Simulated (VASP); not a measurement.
Write the native input for VASP 6.6.1 that does the following.

```yaml
Task: band structure
Functional: LDA
Potentials_or_basis: VASP PAW LDA potentials, release 64 (Bi_d, Te)
Cutoff: 520 eV
k_mesh: 7 × 7 × 7
Occupations: gaussian, width 0.03 eV
Spin: no spin polarisation
Further_INCAR_settings: ALGO = Fast; EDIFF = 1e-06
```

The structure of Bi2Te3 lies in POSCAR:

```
Bi2Te3                                  
1.0
    2.1913939420      1.2652018823     10.0838518317
   -2.1913939420      1.2652018823     10.0838518317
    0.0000000000     -2.5304037647     10.0838518317
  Bi              Te            
     2     3
Direct
     0.3999745827345507    0.3999745827345507    0.3999745827345507
     0.6000254172654493    0.6000254172654493    0.6000254172654493
     0.0000000000000000    0.0000000000000000    0.0000000000000000
     0.2096369416903485    0.2096369416903485    0.2096369416903485
     0.7903630583096515    0.7903630583096515    0.7903630583096515
```

One way to write it, as run:

INCAR

```
ALGO = Fast
EDIFF = 1E-6
ENCUT = 520
ISIF = 2
ISMEAR = 0
KPAR = 2
LASPH = T
LCHARG = F
LREAL = F
LWAVE = F
NELM = 80
PREC = Accurate
SIGMA = 0.03
```

KPOINTS

```
k-points
0
Gamma
  7 7 7
```

KPOINTS_OPT

```
explicit points
213
Reciprocal
 0.0000000000  0.0000000000  0.0000000000 1
 0.0357142857  0.0000000000  0.0000000000 1
 0.0714285714  0.0000000000  0.0000000000 1
 0.1071428571  0.0000000000  0.0000000000 1
 0.1428571429  0.0000000000  0.0000000000 1
 0.1785714286  0.0000000000  0.0000000000 1
[... 205 lines left out ...]
 0.8796186700  0.3951312600  0.3951312600 1
 0.7663645400  0.2818771300  0.2818771300 1
```

Potentials or basis: VASP PAW LDA potentials, release 64 (Bi_d, Te).

The run is started by

```sh
$ cat potpaw_LDA.64/Bi_d/POTCAR potpaw_LDA.64/Te/POTCAR > POTCAR
$ mpirun -np 2 vasp_std > vasp.out
```

Results of the run:

* Pressure: -1.1 GPa
* Largest force: 0.060 eV/Å
* Band gap on the k mesh: 0.17 eV
* Band gap along the path: 0.17 eV

Caveat: spin-orbit coupling is left out, which moves the levels of the heavy elements.

Wall time 25 min on 2 MPI ranks on Intel(R) Xeon(R) 6975P-C (Granite Rapids), with other jobs on the host, peak memory 0.79 GiB a rank.
